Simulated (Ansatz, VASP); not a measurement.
SiNi in VASP and in Ansatz

```
CELL_PARAMETERS angstrom
2.94277 0.00000 0.00000
0.00000 3.28033 0.00000
0.00000 0.00000 4.67745
ATOMIC_POSITIONS crystal
Ni 0.50000 0.50000 0.34250
Ni 0.00000 0.00000 0.65750
Si 0.50000 0.50000 0.84314
Si 0.00000 0.00000 0.15686
```

Alike in both runs: task single point; functional PBE; k mesh 8 × 7 × 5; occupations fermi-dirac, width 0.05 eV; collinear spin; fixed moment 1 μB.

|  | VASP | Ansatz |
| --- | --- | --- |
| version | VASP 6.6.1 | Ansatz 0.2.0 |
| potentials or method | VASP PAW PBE potentials, release 64 (Ni, Si) | Ansatz PAW |
| plane-wave cutoff (eV) | 520 | 420 |
| valence electrons in the cell | 28 | 44 |

|  | VASP | Ansatz | Ansatz less VASP |
| --- | --- | --- | --- |
| pressure (GPa) | 9.2 | 9.2 | -0.04 |
| traceless stress, the component that is largest in VASP (GPa) | 1.19 | 1.05 | -0.134 |
| rms of the force components (eV/Å) | 0.110 | 0.109 | -0.0014 |
| net moment per atom (μB) | 0.25 | 0.25 | 0.000 |
| size of the moment on the site where the two differ most (μB) | 0.34 | 0.33 | -0.009 |

Site moments also hang on the region over which each program counts them. Atom by atom the forces differ by 0.004 eV/Å (rms over components). The functional is the same, so the differences come from potentials, cutoffs and numerics. VASP's potentials hold 28 valence electrons a cell and Ansatz's 44, so a difference there can come from the potentials and not from the codes.
